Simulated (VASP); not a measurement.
# Mg (P6_3/mmc) in VASP: notebook

Mg is run at these levels: r2SCAN; tasks: single point.

Program: VASP 6.6.1. These are calculated values, not measurements. Logs are shortened: lines on timing, memory, paths and dates and some standing lists are left out, and cuts for length are marked.

### Step 1. The cell of the first run

It takes space group P6_3/mmc (No. 194, hexagonal). Conventional cell: a = 3.262 Å, b = 3.262 Å, c = 10.604 Å, α = 90.00°, β = 90.00°, γ = 120.00°. Within 4.3 Å of Mg (site symmetry -3m) lie 12 Mg at 3.25 to 3.26 Å. Within 4.3 Å of Mg (site symmetry -6m2) lie 12 Mg at 3.25 to 3.26 Å.

### Step 2. Single point, r2SCAN (volume scaled by 1.08)

POSCAR

```
Mg
1.0
    3.2624397304      0.0000000000      0.0000000000
   -1.6312198652      2.8253556849      0.0000000000
    0.0000000000      0.0000000000     10.6043572137
Mg
4
Direct
    0.0000000000      0.0000000000      0.0000000000
    0.0000000000      1.0000000000      0.5000000000
    0.3333333333      0.6666666667      0.2500000000
    0.6666666667      0.3333333333      0.7500000000
```

INCAR.step1

```
SYSTEM = Mg
  ALGO = Normal
  EDIFF = 1E-4
  ENCUT = 520
  GGA = PE
  ISMEAR = -1
  LASPH = .TRUE.
  LCHARG = .FALSE.
  LREAL = .FALSE.
  LWAVE = .TRUE.
  NBANDS = 12
  NELM = 80
  PREC = Accurate
  SIGMA = 0.1
```

INCAR.step2

```
SYSTEM = Mg
  ALGO = Normal
  EDIFF = 1E-7
  ENCUT = 520
  ISIF = 2
  ISMEAR = -1
  ISTART = 1
  LASPH = .TRUE.
  LCHARG = .FALSE.
  LMIXTAU = .TRUE.
  LREAL = .FALSE.
  LWAVE = .FALSE.
  METAGGA = R2SCAN
  NBANDS = 12
  NELM = 80
  PREC = Accurate
  SIGMA = 0.1
```

KPOINTS

```
k-points
0
G
  13 13 4
  0 0 0
```

Potentials or basis: VASP PAW PBE potentials, release 64 (Mg).

Started as:

```bash
$ cat potpaw_PBE.64/Mg/POTCAR > POTCAR
$ cp INCAR.step1 INCAR
$ mpirun -np 1 vasp_std > vasp.out
$ cp INCAR.step2 INCAR
$ mpirun -np 1 vasp_std > vasp.out
```

OUTCAR:

```text
SYSTEM = Mg
   EDIFF = 1E-7
   ENCUT = 520
   ISIF = 2
   ISMEAR = -1
   ISTART = 1
   LASPH = .TRUE.
   LREAL = .FALSE.
   METAGGA = R2SCAN
   NELM = 80
   PREC = Accurate

 ion  position               nearest neighbor table
   1  0.000  0.000  0.000-   3 3.25   4 3.25   4 3.25   3 3.25   4 3.25   3 3.25
   2  0.000  0.000  0.500-   3 3.25   4 3.25   4 3.25   3 3.25   4 3.25   3 3.25
   3  0.333  0.667  0.250-   1 3.25   2 3.25   1 3.25   2 3.25   1 3.25   2 3.25
   4  0.667  0.333  0.750-   1 3.25   2 3.25   1 3.25   2 3.25   1 3.25   2 3.25

  LATTYP: Found a hexagonal cell.
 ALAT       =     3.2624397304
 C/A-ratio  =     3.2504377368

  Lattice vectors:

 A1 = (   3.2624397304,   0.0000000000,   0.0000000000)
 A2 = (  -1.6312198652,   2.8253556849,   0.0000000000)
 A3 = (   0.0000000000,   0.0000000000,  10.6043572137)

Analysis of symmetry for initial positions (statically):
=====================================================================
 Subroutine PRICEL returns:
 Original cell was already a primitive cell.

 Routine SETGRP: Setting up the symmetry group for a
 hexagonal supercell.

 Subroutine GETGRP returns: Found 24 space group operations
 (whereof 12 operations were pure point group operations)
 out of a pool of 24 trial point group operations.

The static configuration has the point symmetry D_3d.
 The point group associated with its full space group is D_6h.

Analysis of symmetry for dynamics (positions and initial velocities):
=====================================================================
 Subroutine PRICEL returns:
 Original cell was already a primitive cell.

 Routine SETGRP: Setting up the symmetry group for a
 hexagonal supercell.

 Subroutine GETGRP returns: Found 24 space group operations
 (whereof 12 operations were pure point group operations)
 out of a pool of 24 trial point group operations.

The dynamic configuration has the point symmetry D_3d.
 The point group associated with its full space group is D_6h.

 Subroutine INISYM returns: Found 24 space group operations
 (whereof 12 operations are pure point group operations),
 and found     1 'primitive' translations

----------------------------------------------------------------------------------------

                                     Primitive cell

  volume of cell :      97.7462

  direct lattice vectors                    reciprocal lattice vectors
     3.262439730  0.000000000  0.000000000     0.306519072  0.176968869  0.000000000
    -1.631219865  2.825355685  0.000000000     0.000000000  0.353937738  0.000000000
     0.000000000  0.000000000 10.604357214     0.000000000  0.000000000  0.094300860

  length of vectors
     3.262439730  3.262439730 10.604357214     0.353937738  0.353937738  0.094300860

  position of ions in fractional coordinates (direct lattice)
     0.000000000  0.000000000  0.000000000
     0.000000000  0.000000000  0.500000000
     0.333333333  0.666666667  0.250000000
     0.666666667  0.333333333  0.750000000

  ion indices of the primitive-cell ions
   primitive index   ion index
                 1           1
                 2           2
                 3           3
                 4           4

----------------------------------------------------------------------------------------

 KPOINTS: k-points

Automatic generation of k-mesh.
 Grid dimensions read from file:
 generate k-points for:   13   13    4

 Generating k-lattice:

  Cartesian coordinates                     Fractional coordinates (reciprocal lattice)
     0.023578390  0.013612990  0.000000000     0.076923077  0.000000000  0.000000000
     0.000000000  0.027225980  0.000000000     0.000000000  0.076923077  0.000000000
     0.000000000  0.000000000  0.023575215     0.000000000  0.000000000  0.250000000

  Length of vectors
     0.027225980  0.027225980  0.023575215

  Shift w.r.t. Gamma in fractional coordinates (k-lattice)
     0.000000000  0.000000000  0.000000000

 Subroutine IBZKPT returns following result:
 ===========================================

 Found     63 irreducible k-points:

 Following reciprocal coordinates:
            Coordinates               Weight
  0.000000  0.000000  0.000000      1.000000
  0.076923 -0.000000  0.000000      6.000000
  0.153846 -0.000000  0.000000      6.000000
  0.230769 -0.000000  0.000000      6.000000
  0.307692 -0.000000  0.000000      6.000000
  0.384615 -0.000000  0.000000      6.000000
[... 16 lines left out ...]
  0.076923 -0.000000  0.250000     12.000000
  0.153846 -0.000000  0.250000     12.000000
 [... further k-points ...]
   k-points           NKPTS =     63   k-points in BZ     NKDIM =     63   number of bands    NBANDS=     12
   number of dos      NEDOS =    301   number of ions     NIONS =      4
   total plane-waves  NPLWV =  46080
   dimension x,y,z NGX =    24 NGY =   24 NGZ =   80
   dimension x,y,z NGXF=    48 NGYF=   48 NGZF=  160
   ions per type =               4
   NGX,Y,Z   is equivalent  to a cutoff of  12.23, 12.23, 12.54 a.u.
   NGXF,Y,Z  is equivalent  to a cutoff of  24.46, 24.46, 25.08 a.u.
 SYSTEM =  Mg
   PREC   = accura    normal or accurate (medium, high low for compatibility)
   ISTART =      1    job   : 0-new  1-cont  2-samecut
   ICHARG =      0    charge: 1-file 2-atom 10-const
   ISPIN  =      1    spin polarized calculation?
   LNONCOLLINEAR =      F non collinear calculations
   LSORBIT =      F    spin-orbit coupling
   LASPH  =      T    aspherical Exc in radial PAW
   ENCUT  =  520.0 eV  38.22 Ry    6.18 a.u.   6.07  6.07 19.72*2*pi/ulx,y,z
   NELM   =     80;   NELMIN=  2; NELMDL=  0     # of ELM steps
   EDIFF  = 0.1E-06   stopping-criterion for ELM
   LREAL  =      F    real-space projection
   EDIFFG = 0.1E-05   stopping-criterion for IOM
   NSW    =      0    number of steps for IOM
   IBRION =     -1    ionic relax: 0-MD 1-quasi-New 2-CG
   NFREE  =      0    steps in history (QN), initial steepest desc. (CG)
   ISIF   =      2    stress and relaxation
   ISYM   =      2    0-nonsym 1-usesym 2-fastsym
   POTIM  = 0.5000    time-step for ionic-motion
   TEBEG  =    0.0;   TEEND  =   0.0 temperature during run
   PSTRESS=    0.0 pullay stress
   NELECT =       8.0000    total number of electrons
   NUPDOWN=      -1.0000    fix difference up-down
   EMIN   =  10.00;   EMAX   =-10.00  energy-range for DOS
   EFERMI =   0.00;   METHOD = LEGACY
   ISMEAR =    -1;   SIGMA  =   0.10  broadening in eV -4-tet -1-fermi 0-gaus
   EFERMI_NEDOS =   21; number of points for ismear=-14 and -15
   IALGO  =     38    algorithm
   IMIX   =      4    mixing-type and parameters
     AMIX     =   0.40;   BMIX     =  1.00
     AMIX_MAG =   1.60;   BMIX_MAG =  1.00
  volume/ion in A,a.u.               =      24.44       164.91
  Fermi-wavevector in a.u.,A,eV,Ry     =   0.710785  1.343189  6.873869  0.505215
  Thomas-Fermi vector in A             =   1.797724
   LORBIT       =      0    0 simple, 1 ext, 2 COOP (PROOUT), +10 PAW based schemes
   METAGGA = R2SCAN    functional components
   LHFCALC =     F    Hartree Fock is set to
   AEXX    =    0.0000 exact exchange contribution
   IVDW    =     0    specifies the selected vdW correction
   LEPSILON=     F    determine dielectric tensor
   LRPA    =     F    only Hartree local field effects (RPA)
 non-spin polarized calculation
  energy-cutoff  :      520.00
  volume of cell :       97.75
 maximum number of plane-waves:      2674
   NGX = 13   NGY = 13   NGZ = 39

 number of electron       8.0000000 magnetization

 Free energy of the ion-electron system (eV)
  ---------------------------------------------------
  ext. energy  EPLUGINS =         0.00000000
  ---------------------------------------------------
  free energy    TOTEN  =       -16.50219641 eV

  energy without entropy =      -16.43573391  energy(sigma->0) =      -16.46896516

 E-fermi :   2.3784     XC(G=0):  -8.8420

 val. band max:        2.3758818829   @ k =   0.4615  -0.0000   0.0000
 cond. band min:       2.4123753415   @ k =   0.4615   0.0769   0.2500
 fundamental gap:      0.0364934586
 Fermi energy:         2.3784060194

 k-point     1 :       0.0000    0.0000    0.0000
  band No.  band energies     occupation
      1      -4.7894      2.00000
      2      -3.3666      2.00000
      3      -3.3662      2.00000
      4       0.5221      2.00000
      5       1.1207      1.99999
      6       7.5074      0.00000
      7       7.5154      0.00000
      8      13.6863      0.00000
      9      13.6863      0.00000
     10      13.7025      0.00000
     11      13.7025      0.00000
     12      14.4667      0.00000

 k-point     2 :       0.0769   -0.0000    0.0000
  band No.  band energies     occupation
      1      -4.6701      2.00000
      2      -3.2488      2.00000
      3      -3.2484      2.00000
      4       0.6331      2.00000
      5       1.2352      1.99998
      6       7.5972      0.00000
      7       7.6108      0.00000
      8      11.5559      0.00000
      9      12.4819      0.00000
     10      12.6253      0.00000
     11      12.7034      0.00000
     12      13.5043      0.00000

 k-point     3 :       0.1538   -0.0000    0.0000
  band No.  band energies     occupation
      1      -4.3128      2.00000
      2      -2.8964      2.00000
      3      -2.8960      2.00000
      4       0.9661      2.00000
      5       1.5750      1.99935
      6       7.7925      0.00000
      7       7.8690      0.00000
      8       9.2396      0.00000
      9      10.2911      0.00000
     10      10.3930      0.00000
     11      11.4646      0.00000
     12      12.3387      0.00000
[... 286 lines left out ...]
 k-point    23 :       0.0769   -0.0000    0.2500
  band No.  band energies     occupation
      1      -4.5807      2.00000
      2      -3.8681      2.00000
      3      -2.4577      2.00000
      4      -0.3881      2.00000
      5       2.4130      0.82897
      6       5.7306      0.00000
      7       9.5868      0.00000
      8      11.6358      0.00000
      9      12.1680      0.00000
     10      12.5563      0.00000
     11      13.1481      0.00000
     12      13.1962      0.00000

 k-point    24 :       0.1538   -0.0000    0.2500
  band No.  band energies     occupation
      1      -4.2237      2.00000
      2      -3.5136      2.00000
      3      -2.1080      2.00000
      4      -0.0468      2.00000
      5       2.7422      0.05127
      6       6.0239      0.00000
      7       9.0640      0.00000
      8       9.7165      0.00000
      9      10.0690      0.00000
     10      11.0124      0.00000
     11      11.5405      0.00000
     12      12.1478      0.00000

 [... further k-points ...]

------------------------ aborting loop because EDIFF is reached ----------------------------------------

  FORCE on cell =-STRESS in cart. coord.  units (eV):
  Direction    XX          YY          ZZ          XY          YZ          ZX
  --------------------------------------------------------------------------------------
  -------------------------------------------------------------------------------------
  Total       -1.6705812     -1.6705812     -1.7185961     -0.0000000      0.0000000      0.0000000
  in kB      -27.3828224    -27.3828224    -28.1698433     -0.0000000      0.0000000      0.0000000
  external PRESSURE =     -27.6451627 kB  Pullay stress =       0.0000000 kB

 VOLUME and BASIS-vectors are now :
 -----------------------------------------------------------------------------
  energy-cutoff  :      520.00
  volume of cell :       97.75
      direct lattice vectors                 reciprocal lattice vectors
     3.262439730  0.000000000  0.000000000     0.306519072  0.176968869  0.000000000
    -1.631219865  2.825355685  0.000000000     0.000000000  0.353937738  0.000000000
     0.000000000  0.000000000 10.604357214     0.000000000  0.000000000  0.094300860

 POSITION                                       TOTAL-FORCE (eV/Angst)
 -----------------------------------------------------------------------------------
      0.00000      0.00000      0.00000        -0.000000      0.000000      0.000000
      0.00000      0.00000      5.30218        -0.000000      0.000000      0.000000
     -0.00000      1.88357      2.65109         0.000000      0.000000     -0.000000
      1.63122      0.94179      7.95327        -0.000000      0.000000      0.000000
 -----------------------------------------------------------------------------------
    total drift:                               -0.000000      0.000000     -0.000000

  FREE ENERGIE OF THE ION-ELECTRON SYSTEM (eV)
  ---------------------------------------------------
  free  energy   TOTEN  =       -16.5021964118 eV

  energy  without entropy=      -16.4357339138  energy(sigma->0) =      -16.46896516
```

Wall time 2.5 min (1 thread of AMD EPYC 9R45 (Zen 5), shared host); peak memory 0.22 GiB.

What came out:

```yaml
Free_energy: -16.5022 eV
Pressure: -2.8 GPa
Band_gap_on_the_k_mesh: zero (band 4 reaches 3.51 eV, above the bottom of band 5 at 1.12 eV)
```

Caveat: the cell differs from its parent crystal (volume scaled by 1.08); the PAW data sets were made with another functional, which shifts forces and pressure a little.

### Step 3. Single point, r2SCAN (volume scaled by 1.12)

POSCAR

```
Mg
1.0
    3.3022295023      0.0000000000      0.0000000000
   -1.6511147511      2.8598146381      0.0000000000
    0.0000000000      0.0000000000     10.7336913897
Mg
4
Direct
    0.0000000000      0.0000000000      0.0000000000
    0.0000000000      1.0000000000      0.5000000000
    0.3333333333      0.6666666667      0.2500000000
    0.6666666667      0.3333333333      0.7500000000
```

INCAR.step1

```
PREC = Accurate ; ENCUT = 520
ISMEAR = -1 ; SIGMA = 0.1
LREAL = F ; LASPH = T
NELM = 100 ; NBANDS = 12
GGA = PE ; ALGO = Normal
EDIFF = 1E-4 ; LWAVE = T
LCHARG = F
```

INCAR.step2

```
PREC = Accurate ; ENCUT = 520
EDIFF = 1E-6 ; ISMEAR = -1
SIGMA = 0.1 ; LREAL = F
LASPH = T ; NELM = 100
ALGO = Normal ; ISIF = 2
LWAVE = F ; LCHARG = F
METAGGA = R2SCAN ; LMIXTAU = T
NBANDS = 12 ; ISTART = 1
```

KPOINTS

```
regular mesh
0
Gamma
  13 13 4
```

Potentials or basis: VASP PAW PBE potentials, release 64 (Mg).

Started as:

```bash
$ cat potpaw_PBE.64/Mg/POTCAR > POTCAR
$ cp INCAR.step1 INCAR
$ mpirun -np 1 vasp_std > vasp.out
$ cp INCAR.step2 INCAR
$ mpirun -np 1 vasp_std > vasp.out
```

It took 2.8 min on 1 thread of AMD EPYC 9R45 (Zen 5), shared host; peak memory 0.25 GiB.

Results (log left out):

| Quantity | Value |
| --- | --- |
| Free energy | -16.4286 eV |
| Pressure | -3.7 GPa |
| Band gap on the k mesh | zero (band 4 reaches 3.33 eV, above the bottom of band 5 at 0.94 eV) |

Levels at points of the mesh, in eV from the Fermi level:
```tsv
k point	band 1	band 2	band 3	band 4	band 5	band 6	band 7	band 8
(0.00, 0.00, 0.00)	-7.01	-5.62	-5.62	-1.80	-1.26	5.02	5.03	11.07
(0.00, 0.00, 0.50)	-6.66	-6.66	-3.91	-3.91	1.47	1.47	9.06	9.06
```

Caveat: the cell differs from its parent crystal (volume scaled by 1.12); the PAW data sets were made with another functional, which shifts forces and pressure a little.

### Step 4. Single point, r2SCAN

This run uses another cell than the first one, of 22.63 Å³/atom, 0.926 times its volume.

POSCAR

```
Mg
1.0
    3.1798105472      0.0000000000      0.0000000000
   -1.5899052736      2.7537967131      0.0000000000
    0.0000000000      0.0000000000     10.3357761984
Mg
4
Direct
    0.0000000000      0.0000000000      0.0000000000
    0.0000000000      1.0000000000      0.5000000000
    0.3333333333      0.6666666667      0.2500000000
    0.6666666667      0.3333333333      0.7500000000
```

INCAR.step1

```
SYSTEM = Mg
  ALGO = Normal
  EDIFF = 1E-4
  ENCUT = 520
  GGA = PE
  ISMEAR = -1
  LASPH = .TRUE.
  LCHARG = .FALSE.
  LREAL = .FALSE.
  LWAVE = .TRUE.
  NBANDS = 12
  NELM = 60
  PREC = Accurate
  SIGMA = 0.1
```

INCAR.step2

```
SYSTEM = Mg
  ALGO = Normal
  EDIFF = 1E-6
  ENCUT = 520
  ISIF = 2
  ISMEAR = -1
  ISTART = 1
  LASPH = .TRUE.
  LCHARG = .FALSE.
  LMIXTAU = .TRUE.
  LREAL = .FALSE.
  LWAVE = .FALSE.
  METAGGA = R2SCAN
  NBANDS = 12
  NELM = 60
  PREC = Accurate
  SIGMA = 0.1
```

KPOINTS

```
k-points
0
G
  15 15 4
  0 0 0
```

Started as:

```bash
$ cat potpaw_PBE.64/Mg/POTCAR > POTCAR
$ cp INCAR.step1 INCAR
$ mpirun -np 1 vasp_std > vasp.out
$ cp INCAR.step2 INCAR
$ mpirun -np 1 vasp_std > vasp.out
```

Wall time 2.4 min (1 thread of AMD EPYC 9R45 (Zen 5), shared host); peak memory 0.22 GiB.

Results (log left out):

```
Free energy            : -16.5848 eV
Pressure               : -0.2 GPa
Band gap on the k mesh : zero (band 4 reaches 3.72 eV, above the bottom of band 5 at 1.52 eV)
```

Stress tensor (GPa, compression positive):
```
-0.03  0.00  0.00
 0.00 -0.03  0.00
 0.00  0.00 -0.63
```

Levels at points of the mesh, in eV from the Fermi level:
```tsv
k point	band 2	band 3	band 4	band 5	band 6	band 7
(0.00, 0.00, 0.00)	-5.96	-5.96	-1.93	-1.20	5.41	5.42
(0.00, 0.00, 0.50)	-7.08	-4.13	-4.13	1.64	1.64	9.69
```

Caveat: the PAW data sets were made with another functional, which shifts forces and pressure a little.

### Step 5. The runs side by side

| cell | k mesh | gap on the mesh (eV) | pressure (GPa) |
| --- | --- | --- | --- |
| a = 3.262, b = 3.262, c = 10.604 Å, angles 90.0, 90.0, 120.0°, 4 atoms | 13 × 13 × 4 | none | -2.8 |
| a = 3.302, b = 3.302, c = 10.734 Å, angles 90.0, 90.0, 120.0°, 4 atoms | 13 × 13 × 4 | none | -3.7 |
| a = 3.180, b = 3.180, c = 10.336 Å, angles 90.0, 90.0, 120.0°, 4 atoms | 15 × 15 × 4 | none | -0.2 |

Alike in all rows: task single point; level r2SCAN; potentials or basis VASP PAW PBE potentials, release 64 (Mg); no spin polarisation; cutoff (eV) 520; smearing fermi-dirac 0.1 eV.

Caveats: the PAW data sets were made with another functional, which shifts forces and pressure a little.

Absolute energies hang on the potentials; compare differences alone.
